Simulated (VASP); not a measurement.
# InSb (I-4m2) in VASP: a series of runs

InSb is run at these levels: LDA; tasks: electric field gradients.

Everything below comes from runs of VASP 6.6.1. Logs are shortened: lines on timing, memory, paths and dates and some standing lists are left out, and cuts for length are marked.

### Step 1. The cell of the first run

Symmetry: I-4m2, No. 119, tetragonal system. The conventional cell has a = 4.489 Å, b = 4.489 Å, c = 6.478 Å, α = 90.00°, β = 90.00°, γ = 90.00°. In (site symmetry -4m2) has 4 Sb at 2.77 Å within 3.6 Å. Sb (site symmetry -4m2) has 4 In at 2.77 Å within 3.6 Å.

### Step 2. Electric field gradients, LDA (equal xx and yy strain of -2 %)

INCAR

```
  ALGO = Normal
  EDIFF = 1E-8
  ENCUT = 520
  ISIF = 2
  ISMEAR = -1
  LASPH = T
  LCHARG = F
  LEFG = T
  LREAL = F
  LWAVE = F
  NBANDS = 16
  NELM = 80
  PREC = Accurate
  SIGMA = 0.03
```

KPOINTS

```
k-points
0
Gamma
  10 10 10
```

POSCAR

```
InSb
1.0
    0.0000000000      3.1743180000      3.2391000000
    3.1743180000      0.0000000000      3.2391000000
    3.1743180000      3.1743180000      0.0000000000
In Sb
1 1
Direct
    0.0000000000      0.0000000000      0.0000000000
    0.7500000000      0.7500000000      0.7500000000
```

Potentials or basis: VASP PAW LDA potentials, release 64 (In_d, Sb).

Started as:

```
cat potpaw_LDA.64/In_d/POTCAR potpaw_LDA.64/Sb/POTCAR > POTCAR
mpirun -np 1 vasp_std > vasp.out
```

OUTCAR:

```text
EDIFF = 1E-8
   ENCUT = 520
   ISIF = 2
   ISMEAR = -1
   LASPH = T
   LREAL = F
   NELM = 80
   PREC = Accurate

 ion  position               nearest neighbor table
   1  0.000  0.000  0.000-   2 2.77   2 2.77   2 2.77   2 2.77
   2  0.750  0.750  0.750-   1 2.77   1 2.77   1 2.77   1 2.77

  LATTYP: Found a body centered tetragonal cell.
 ALAT       =     4.4891635669
 C/A-ratio  =     1.4430750636

  Lattice vectors:

 A1 = (  -3.1743180000,   0.0000000000,   3.2391000000)
 A2 = (   3.1743180000,   0.0000000000,   3.2391000000)
 A3 = (   0.0000000000,   3.1743180000,  -3.2391000000)

Analysis of symmetry for initial positions (statically):
=====================================================================
 Subroutine PRICEL returns:
 Original cell was already a primitive cell.

 Routine SETGRP: Setting up the symmetry group for a
 body centered tetragonal supercell.

 Subroutine GETGRP returns: Found  8 space group operations
 (whereof  8 operations were pure point group operations)
 out of a pool of 16 trial point group operations.

The static configuration has the point symmetry D_2d.

Analysis of symmetry for dynamics (positions and initial velocities):
=====================================================================
 Subroutine PRICEL returns:
 Original cell was already a primitive cell.

 Routine SETGRP: Setting up the symmetry group for a
 body centered tetragonal supercell.

 Subroutine GETGRP returns: Found  8 space group operations
 (whereof  8 operations were pure point group operations)
 out of a pool of 16 trial point group operations.

The dynamic configuration has the point symmetry D_2d.

 Subroutine INISYM returns: Found  8 space group operations
 (whereof  8 operations are pure point group operations),
 and found     1 'primitive' translations

----------------------------------------------------------------------------------------

                                     Primitive cell

  volume of cell :      65.2763

  direct lattice vectors                    reciprocal lattice vectors
     0.000000000  3.174318000  3.239100000    -0.157514149  0.157514149  0.154363867
     3.174318000  0.000000000  3.239100000     0.157514149 -0.157514149  0.154363867
     3.174318000  3.174318000  0.000000000     0.157514149  0.157514149 -0.154363867

  length of vectors
     4.535202705  4.535202705  4.489163567     0.271015900  0.271015900  0.271015900

  position of ions in fractional coordinates (direct lattice)
     0.000000000  0.000000000  0.000000000
     0.750000000  0.750000000  0.750000000

  ion indices of the primitive-cell ions
   primitive index   ion index
                 1           1
                 2           2

----------------------------------------------------------------------------------------

 KPOINTS: k-points

Automatic generation of k-mesh.
 Grid dimensions read from file:
 generate k-points for:   10   10   10

 Generating k-lattice:

  Cartesian coordinates                     Fractional coordinates (reciprocal lattice)
    -0.015751415  0.015751415  0.015436387     0.100000000  0.000000000  0.000000000
     0.015751415 -0.015751415  0.015436387     0.000000000  0.100000000  0.000000000
     0.015751415  0.015751415 -0.015436387    -0.000000000 -0.000000000  0.100000000

  Length of vectors
     0.027101590  0.027101590  0.027101590

  Shift w.r.t. Gamma in fractional coordinates (k-lattice)
     0.000000000  0.000000000  0.000000000

 Subroutine IBZKPT returns following result:
 ===========================================

 Found    102 irreducible k-points:

 Following reciprocal coordinates:
            Coordinates               Weight
  0.000000  0.000000  0.000000      1.000000
  0.100000 -0.000000  0.000000      8.000000
  0.200000 -0.000000  0.000000      8.000000
  0.300000  0.000000  0.000000      8.000000
  0.400000  0.000000  0.000000      8.000000
  0.500000 -0.000000  0.000000      4.000000
[... 16 lines left out ...]
  0.300000  0.300000  0.000000      2.000000
  0.400000  0.300000  0.000000      8.000000
 [... further k-points ...]
   k-points           NKPTS =    102   k-points in BZ     NKDIM =    102   number of bands    NBANDS=     16
   number of dos      NEDOS =    301   number of ions     NIONS =      2
   total plane-waves  NPLWV =  46656
   dimension x,y,z NGX =    36 NGY =   36 NGZ =   36
   dimension x,y,z NGXF=    72 NGYF=   72 NGZF=   72
   ions per type =               1   1
   NGX,Y,Z   is equivalent  to a cutoff of  13.20, 13.20, 13.33 a.u.
   NGXF,Y,Z  is equivalent  to a cutoff of  26.39, 26.39, 26.66 a.u.
 SYSTEM =  unknown system
   PREC   = accura    normal or accurate (medium, high low for compatibility)
   ISTART =      0    job   : 0-new  1-cont  2-samecut
   ICHARG =      2    charge: 1-file 2-atom 10-const
   ISPIN  =      1    spin polarized calculation?
   LNONCOLLINEAR =      F non collinear calculations
   LSORBIT =      F    spin-orbit coupling
   LASPH  =      T    aspherical Exc in radial PAW
   ENCUT  =  520.0 eV  38.22 Ry    6.18 a.u.   8.43  8.43  8.35*2*pi/ulx,y,z
   NELM   =     80;   NELMIN=  2; NELMDL= -5     # of ELM steps
   EDIFF  = 0.1E-07   stopping-criterion for ELM
   LREAL  =      F    real-space projection
   EDIFFG = 0.1E-06   stopping-criterion for IOM
   NSW    =      0    number of steps for IOM
   IBRION =     -1    ionic relax: 0-MD 1-quasi-New 2-CG
   NFREE  =      0    steps in history (QN), initial steepest desc. (CG)
   ISIF   =      2    stress and relaxation
   ISYM   =      2    0-nonsym 1-usesym 2-fastsym
   POTIM  = 0.5000    time-step for ionic-motion
   TEBEG  =    0.0;   TEEND  =   0.0 temperature during run
   PSTRESS=    0.0 pullay stress
   NELECT =      18.0000    total number of electrons
   NUPDOWN=      -1.0000    fix difference up-down
   EMIN   =  10.00;   EMAX   =-10.00  energy-range for DOS
   EFERMI =   0.00;   METHOD = LEGACY
   ISMEAR =    -1;   SIGMA  =   0.03  broadening in eV -4-tet -1-fermi 0-gaus
   EFERMI_NEDOS =   21; number of points for ismear=-14 and -15
   IALGO  =     38    algorithm
   IMIX   =      4    mixing-type and parameters
     AMIX     =   0.40;   BMIX     =  1.00
     AMIX_MAG =   1.60;   BMIX_MAG =  1.00
  volume/ion in A,a.u.               =      32.64       220.25
  Fermi-wavevector in a.u.,A,eV,Ry     =   1.065567  2.013629 15.448492  1.135432
  Thomas-Fermi vector in A             =   2.201122
   LORBIT       =      0    0 simple, 1 ext, 2 COOP (PROOUT), +10 PAW based schemes
   GGA     = CA    functional components
   LHFCALC =     F    Hartree Fock is set to
   AEXX    =    0.0000 exact exchange contribution
   IVDW    =     0    specifies the selected vdW correction
   LEPSILON=     F    determine dielectric tensor
   LRPA    =     F    only Hartree local field effects (RPA)
 non-spin polarized calculation
  energy-cutoff  :      520.00
  volume of cell :       65.28
 maximum number of plane-waves:      1793
 NGX is ok and might be reduce to    36
   NGX = 17   NGY = 17   NGZ = 17

 number of electron      18.0000002 magnetization

 Free energy of the ion-electron system (eV)
  ---------------------------------------------------
  ext. energy  EPLUGINS =         0.00000000
  ---------------------------------------------------
  free energy    TOTEN  =        -8.20510026 eV

  energy without entropy =       -8.20498353  energy(sigma->0) =       -8.20504189

 E-fermi :   5.3771     XC(G=0):  -9.1640

 val. band max:        5.3715370616   @ k =   0.0000   0.0000   0.0000
 cond. band min:       5.8242252725   @ k =   0.5000  -0.0000   0.0000
 fundamental gap:      0.4526882109
 Fermi energy:         5.3771409726

 k-point     1 :       0.0000    0.0000    0.0000
  band No.  band energies     occupation
      1      -9.3210      2.00000
      2      -9.3173      2.00000
      3      -9.3173      2.00000
      4      -9.2198      2.00000
      5      -9.2186      2.00000
      6      -5.7036      2.00000
[... 8 lines left out ...]
     15      13.5109      0.00000
     16      13.8284      0.00000

 k-point     2 :       0.1000   -0.0000    0.0000
  band No.  band energies     occupation
      1      -9.3247      2.00000
      2      -9.3169      2.00000
      3      -9.3149      2.00000
      4      -9.2201      2.00000
      5      -9.2187      2.00000
      6      -5.6065      2.00000
[... 8 lines left out ...]
     15      12.8405      0.00000
     16      13.0810      0.00000
[... 387 lines left out ...]
      5      -9.2139      2.00000
      6      -4.6369      2.00000
[... 8 lines left out ...]
     15      14.6594      0.00000
     16      14.9165      0.00000

 k-point    24 :       0.4000    0.3000    0.0000
  band No.  band energies     occupation
      1      -9.3950      2.00000
      2      -9.2790      2.00000
      3      -9.2776      2.00000
      4      -9.2339      2.00000
      5      -9.2133      2.00000
      6      -4.2659      2.00000
[... 8 lines left out ...]
     15      15.0321      0.00000
     16      15.3648      0.00000

 [... further k-points ...]
[... 5 lines left out ...]
  --------------------------------------------------------------------------------------
  -------------------------------------------------------------------------------------
  Total        0.6761520      0.6761520      0.4291125      0.0000000      0.0000000      0.0000000
  in kB       16.5958581     16.5958581     10.5323800      0.0000000      0.0000000      0.0000000
  external PRESSURE =      14.5746987 kB  Pullay stress =       0.0000000 kB

 VOLUME and BASIS-vectors are now :
 -----------------------------------------------------------------------------
  energy-cutoff  :      520.00
  volume of cell :       65.28
      direct lattice vectors                 reciprocal lattice vectors
     0.000000000  3.174318000  3.239100000    -0.157514149  0.157514149  0.154363867
     3.174318000  0.000000000  3.239100000     0.157514149 -0.157514149  0.154363867
     3.174318000  3.174318000  0.000000000     0.157514149  0.157514149 -0.154363867

 POSITION                                       TOTAL-FORCE (eV/Angst)
 -----------------------------------------------------------------------------------
      0.00000      0.00000      0.00000         0.000000      0.000000     -0.000000
      4.76148      4.76148      4.85865        -0.000000     -0.000000      0.000000
 -----------------------------------------------------------------------------------
    total drift:                                0.000000      0.000000      0.000000

  FREE ENERGIE OF THE ION-ELECTRON SYSTEM (eV)
  ---------------------------------------------------
  free  energy   TOTEN  =        -8.2051002568 eV

  energy  without entropy=       -8.2049835294  energy(sigma->0) =       -8.20504189

 Electric field gradients (V/A^2)
---------------------------------------------------------------------
 ion       V_xx      V_yy      V_zz      V_xy      V_xz      V_yz
---------------------------------------------------------------------
   1       2.785     2.785    -5.570    -0.001    -0.000    -0.000
   2      -2.630    -2.630     5.259    -0.000    -0.000    -0.000
---------------------------------------------------------------------

 Electric field gradients after diagonalization (V/A^2)
 (convention: |V_zz| > |V_xx| > |V_yy|)
----------------------------------------------------------------------
 ion       V_xx      V_yy      V_zz     asymmetry (V_yy - V_xx)/ V_zz
----------------------------------------------------------------------
   1       2.786     2.785    -5.570       0.000
   2      -2.630    -2.629     5.259       0.000
----------------------------------------------------------------------

           NMR quadrupolar parameters

 Cq : quadrupolar parameter    Cq=e*Q*V_zz/h
 eta: asymmetry parameters     (V_yy - V_xx)/ V_zz
 Q  : nuclear electric quadrupole moment in mb (millibarn)
----------------------------------------------------------------------
 ion       Cq(MHz)       eta       Q (mb)
----------------------------------------------------------------------
   1      -0.013       0.000       1.000
   2       0.013       0.000       1.000
----------------------------------------------------------------------
```

Wall time 2.6 min (1 thread of Intel Xeon 8259CL, shared host); peak memory 0.26 GiB.

Results:

* Free energy: -8.2051 eV
* Pressure: 1.5 GPa
* Band gap on the k mesh: zero (filled and empty bands touch)
* Largest electric field gradient by atom: In -5.6; Sb +5.3 V/Å²

Electric field gradients, principal values (V/Å²):
```tsv
atom	least	middle	greatest (by size)
1 In	2.785	2.786	-5.570
2 Sb	-2.629	-2.630	5.259
```

Caveat: the cell differs from its parent crystal (equal xx and yy strain of -2 %); semilocal functionals underestimate gaps, and a narrow one can read as zero; without QUAD_EFG the Cq values of the log hold for a quadrupole moment of 1 mb, not for the nuclei; spin-orbit coupling is left out, which moves the levels of the heavy elements.

(Part 1 of 2 ends here.)

The gap in the log of VASP goes by the Fermi energy; the results here count the filled bands.